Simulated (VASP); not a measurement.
Input of a VASP 6.6.1 run:

File INCAR:

```
ALGO = Normal
EDIFF = 1E-7
ENCUT = 520
GGA = PS
ISIF = 2
ISMEAR = 0
LASPH = T
LCHARG = F
LREAL = F
LWAVE = F
NBANDS = 35
NELM = 60
PREC = Accurate
SIGMA = 0.05
```

Contents of KPOINTS:

```
k-points
0
Gamma
  12 12 2
```

File POSCAR:

```
WS2
1.0
    3.1011076557      0.0000000000      0.0000000000
   -1.5505538278      2.6856380097      0.0000000000
    0.0000000000      0.0000000000     22.3186717983
W S
2 4
Direct
    0.3333333333      0.6666666667      0.6345659624
    0.6666666667      0.3333333333      0.3654340376
    0.3333333333      0.6666666667      0.2989660749
    0.6666666667      0.3333333333      0.5680485953
    0.3333333333      0.6666666667      0.4319514047
    0.6666666667      0.3333333333      0.7010339251
```

Potentials or basis: VASP PAW PBE potentials, release 64 (W_sv, S).

Launch:

```bash
$ cat potpaw_PBE.64/W_sv/POTCAR potpaw_PBE.64/S/POTCAR > POTCAR
$ mpirun -np 1 vasp_std > vasp.out
```

(1) What does it give for the largest force?

(2) Predict the band gap on the k mesh.

## Answers

(1) 2.372 eV/Å.

(2) 1.10 eV (least direct gap 1.81 eV).

Caveat: there is no dipole correction, which matters where the two faces differ; the PAW data sets were made with another functional, which shifts forces and pressure a little; spin-orbit coupling is left out, which moves the levels of the heavy elements.
